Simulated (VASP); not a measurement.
# C in VASP: single point with PBE

Aim: the single point of C with PBE.

Everything below comes from runs of VASP 6.6.1. Logs are shortened: lines on timing, memory, paths and dates and some standing lists are left out, and cuts for length are marked.

## Step 1: The cell of the first run

The cell holds a slab with vacuum, 2 atoms: a = 2.460 Å, b = 2.460 Å, c = 14.000 Å, α = 90.00°, β = 90.00°, γ = 120.00°.

## Step 2: Single point, PBE

INCAR

```
ALGO = Normal
EDIFF = 1E-6
ENCUT = 520
GGA = PE
GGA_COMPAT = False
ISIF = 2
ISMEAR = -1
LASPH = True
LCHARG = False
LREAL = False
LWAVE = False
NBANDS = 11
NELM = 120
NELMDL = -8
PREC = Accurate
SIGMA = 0.1
```

KPOINTS

```
k-points
0
Gamma
  9 9 1
```

POSCAR

```
C
1.0
    2.4600000000      0.0000000000      0.0000000000
   -1.2300000000      2.1304220000      0.0000000000
    0.0000000000      0.0000000000     14.0000000000
C
2
Direct
    0.3333330000      0.6666670000      0.5000000000
    0.6666670000      0.3333330000      0.5000000000
```

Potentials or basis: VASP PAW PBE potentials, release 64 (C).

The run is started by

```
$ cat potpaw_PBE.64/C/POTCAR > POTCAR
$ mpirun -np 1 vasp_std > vasp.out
```

OUTCAR:

```text
EDIFF = 1E-6
   ENCUT = 520
   GGA = PE
   ISIF = 2
   ISMEAR = -1
   LASPH = True
   LREAL = False
   NELM = 120
   NELMDL = -8
   PREC = Accurate

 ion  position               nearest neighbor table
   1  0.333  0.667  0.500-   2 1.42   2 1.42   2 1.42
   2  0.667  0.333  0.500-   1 1.42   1 1.42   1 1.42

  LATTYP: Found a hexagonal cell.
 ALAT       =     2.4600000000
 C/A-ratio  =     5.6910569106

  Lattice vectors:

 A1 = (   2.4600000000,   0.0000000000,   0.0000000000)
 A2 = (  -1.2300000000,   2.1304220000,   0.0000000000)
 A3 = (   0.0000000000,   0.0000000000,  14.0000000000)

Analysis of symmetry for initial positions (statically):
=====================================================================
 Subroutine PRICEL returns:
 Original cell was already a primitive cell.

 Routine SETGRP: Setting up the symmetry group for a
 hexagonal supercell.

 Subroutine GETGRP returns: Found 24 space group operations
 (whereof 24 operations were pure point group operations)
 out of a pool of 24 trial point group operations.

The static configuration has the point symmetry D_6h.

Analysis of symmetry for dynamics (positions and initial velocities):
=====================================================================
 Subroutine PRICEL returns:
 Original cell was already a primitive cell.

 Routine SETGRP: Setting up the symmetry group for a
 hexagonal supercell.

 Subroutine GETGRP returns: Found 24 space group operations
 (whereof 24 operations were pure point group operations)
 out of a pool of 24 trial point group operations.

The dynamic configuration has the point symmetry D_6h.

 Subroutine INISYM returns: Found 24 space group operations
 (whereof 24 operations are pure point group operations),
 and found     1 'primitive' translations

----------------------------------------------------------------------------------------

                                     Primitive cell

  volume of cell :      73.3717

  direct lattice vectors                    reciprocal lattice vectors
     2.460000000  0.000000000  0.000000000     0.406504065  0.234695286  0.000000000
    -1.230000000  2.130422000  0.000000000     0.000000000  0.469390571  0.000000000
     0.000000000  0.000000000 14.000000000     0.000000000  0.000000000  0.071428571

  length of vectors
     2.460000000  2.459999573 14.000000000     0.469390490  0.469390571  0.071428571

  position of ions in fractional coordinates (direct lattice)
[... 72 lines left out ...]
   ISIF   =      2    stress and relaxation
   ISYM   =      2    0-nonsym 1-usesym 2-fastsym
   POTIM  = 0.5000    time-step for ionic-motion
   TEBEG  =    0.0;   TEEND  =   0.0 temperature during run
   PSTRESS=    0.0 pullay stress
   NELECT =       8.0000    total number of electrons
   NUPDOWN=      -1.0000    fix difference up-down
   EMIN   =  10.00;   EMAX   =-10.00  energy-range for DOS
   EFERMI =   0.00;   METHOD = LEGACY
   ISMEAR =    -1;   SIGMA  =   0.10  broadening in eV -4-tet -1-fermi 0-gaus
   EFERMI_NEDOS =   21; number of points for ismear=-14 and -15
   IALGO  =     38    algorithm
   IMIX   =      4    mixing-type and parameters
     AMIX     =   0.40;   BMIX     =  1.00
     AMIX_MAG =   1.60;   BMIX_MAG =  1.00
  volume/ion in A,a.u.               =      36.69       247.57
  Fermi-wavevector in a.u.,A,eV,Ry     =   0.782099  1.477953  8.322402  0.611679
  Thomas-Fermi vector in A             =   1.885753
   LORBIT       =      0    0 simple, 1 ext, 2 COOP (PROOUT), +10 PAW based schemes
   GGA     = PE    functional components
   LHFCALC =     F    Hartree Fock is set to
   AEXX    =    0.0000 exact exchange contribution
   IVDW    =     0    specifies the selected vdW correction
   LEPSILON=     F    determine dielectric tensor
   LRPA    =     F    only Hartree local field effects (RPA)
 non-spin polarized calculation
  energy-cutoff  :      520.00
  volume of cell :       73.37
 maximum number of plane-waves:      2002
   NGX =  9   NGY =  9   NGZ = 53

 number of electron       7.9999997 magnetization

 Free energy of the ion-electron system (eV)
  ---------------------------------------------------
  ext. energy  EPLUGINS =         0.00000000
  ---------------------------------------------------
  free energy    TOTEN  =       -18.43984288 eV

  energy without entropy =      -18.43299693  energy(sigma->0) =      -18.43641990

 E-fermi :  -2.0722     XC(G=0):  -3.0673

 val. band max:       -2.0722550193   @ k =   0.3333   0.3333   0.0000
 cond. band min:      -2.0722019558   @ k =   0.3333   0.3333   0.0000
 fundamental gap:      0.0000530634
 Fermi energy:        -2.0722285780

 k-point     1 :       0.0000    0.0000    0.0000
  band No.  band energies     occupation
      1     -21.6534      2.00000
      2      -9.7388      2.00000
      3      -5.1154      2.00000
      4      -5.1153      2.00000
      5       1.1484      0.00000
      6       2.1067      0.00000
      7       2.7346      0.00000
      8       4.9405      0.00000
      9       5.8202      0.00000
     10       6.2810      0.00000
     11       6.2811      0.00000
[... 141 lines left out ...]
 k-point    12 :       0.3333    0.3333    0.0000
  band No.  band energies     occupation
      1     -14.6943      2.00000
      2     -14.6943      2.00000
      3     -12.6852      2.00000
      4      -2.0723      1.00013
      5      -2.0722      0.99987
      6       8.5478      0.00000
      7      10.8531      0.00000
      8      10.8531      0.00000
      9      11.4419      0.00000
     10      13.0599      0.00000
     11      13.2022      0.00000

------------------------ aborting loop because EDIFF is reached ----------------------------------------

  FORCE on cell =-STRESS in cart. coord.  units (eV):
  Direction    XX          YY          ZZ          XY          YZ          ZX
  --------------------------------------------------------------------------------------
  -------------------------------------------------------------------------------------
  Total        0.4587946      0.4587943     -0.0110418      0.0000000     -0.0000000     -0.0000000
  in kB       10.0184389     10.0184342     -0.2411126      0.0000000     -0.0000000     -0.0000000
  external PRESSURE =       6.5985868 kB  Pullay stress =       0.0000000 kB

 VOLUME and BASIS-vectors are now :
 -----------------------------------------------------------------------------
  energy-cutoff  :      520.00
  volume of cell :       73.37
      direct lattice vectors                 reciprocal lattice vectors
     2.460000000  0.000000000  0.000000000     0.406504065  0.234695286  0.000000000
    -1.230000000  2.130422000  0.000000000     0.000000000  0.469390571  0.000000000
     0.000000000  0.000000000 14.000000000     0.000000000  0.000000000  0.071428571

 POSITION                                       TOTAL-FORCE (eV/Angst)
 -----------------------------------------------------------------------------------
     -0.00000      1.42028      7.00000         0.000000      0.000000      0.000000
      1.23000      0.71014      7.00000        -0.000000     -0.000000      0.000000
 -----------------------------------------------------------------------------------
    total drift:                               -0.000000      0.000000      0.000000

  FREE ENERGIE OF THE ION-ELECTRON SYSTEM (eV)
  ---------------------------------------------------
  free  energy   TOTEN  =       -18.4398428798 eV

  energy  without entropy=      -18.4329969279  energy(sigma->0) =      -18.43641990
```

OSZICAR:

```text
N       E                     dE             d eps       ncg     rms          rms(c)
DAV:   1     0.393819566561E+02    0.39382E+02   -0.33925E+03   272   0.534E+02
DAV:   2    -0.163931313443E+02   -0.55775E+02   -0.50590E+02   369   0.122E+02
DAV:   3    -0.197004395574E+02   -0.33073E+01   -0.32991E+01   344   0.353E+01
[... 13 lines left out ...]
DAV:  17    -0.184397509562E+02   -0.49358E-03   -0.82005E-05   298   0.279E-02    0.912E-03
DAV:  18    -0.184398344732E+02   -0.83517E-04   -0.91319E-06   286   0.121E-02    0.193E-03
DAV:  19    -0.184398394583E+02   -0.49851E-05   -0.35096E-07   307   0.301E-03    0.136E-03
DAV:  20    -0.184398425961E+02   -0.31377E-05   -0.11262E-07   278   0.170E-03    0.306E-04
DAV:  21    -0.184398428798E+02   -0.28376E-06   -0.71695E-09   292   0.392E-04
   1 F= -.18439843E+02 E0= -.18436420E+02  d E =-.684595E-02
```

stdout:

```text
POSCAR found type information on POSCAR C
 POSCAR found :  1 types and       2 ions
 scaLAPACK will be used
 LDA part: xc-table for (Slater+PW92), standard interpolation
 POSCAR, INCAR and KPOINTS ok, starting setup
 FFT: planning ... GRIDC
 FFT: planning ... GRID_SOFT
 FFT: planning ... GRID
 WAVECAR not read
 entering main loop
```

Wall time 23 s (1 thread of AMD EPYC 7R13, shared host); peak memory 0.14 GiB.

Results:

```yaml
Free_energy: -18.4398 eV
Band_gap_on_the_k_mesh: zero (filled and empty bands touch)
```

Levels at points of the mesh, in eV from the Fermi level:
```
           k point  band 2  band 3  band 4  band 5  band 6  band 7
(0.00, 0.00, 0.00)   -7.67   -3.04   -3.04    3.22    4.18    4.81
```
